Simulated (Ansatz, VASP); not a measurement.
# Two plane-wave programs on Nb

```
CELL_PARAMETERS angstrom
0.00000 2.11500 2.14672
2.11500 0.00000 2.14672
2.11500 2.11500 0.00000
ATOMIC_POSITIONS crystal
Nb 0.00000 0.00000 0.00000
```

Change from the starting cell: strain +0.0150 x Voigt [0, 0, 1, 0, 0, 0], atoms carried along.

Alike in both runs: task single point; functional PBEsol; k mesh 20 × 20 × 20; occupations gaussian, width 0.15 eV; no spin polarisation.

```csv
,VASP,Ansatz
version,VASP 6.6.1,Ansatz 0.2.0
potentials or method,"VASP PAW PBE potentials, release 64 (Nb_sv), cutoff 520 eV","scalar-relativistic, plane waves, PAW"
valence electrons in the cell,13,13
```

|  | VASP | Ansatz | Ansatz less VASP |
| --- | --- | --- | --- |
| gap on the k mesh at the Fermi level (eV) | none | none | - |
| pressure (GPa) | -9.4 | -9.1 | +0.28 |
| traceless stress, the component that is largest in VASP (GPa) | 2.48 | 2.49 | +0.015 |

VASP's potentials were made for PBE, not for PBEsol. A gap of «none» marks a metal or a gap that the smearing closes.
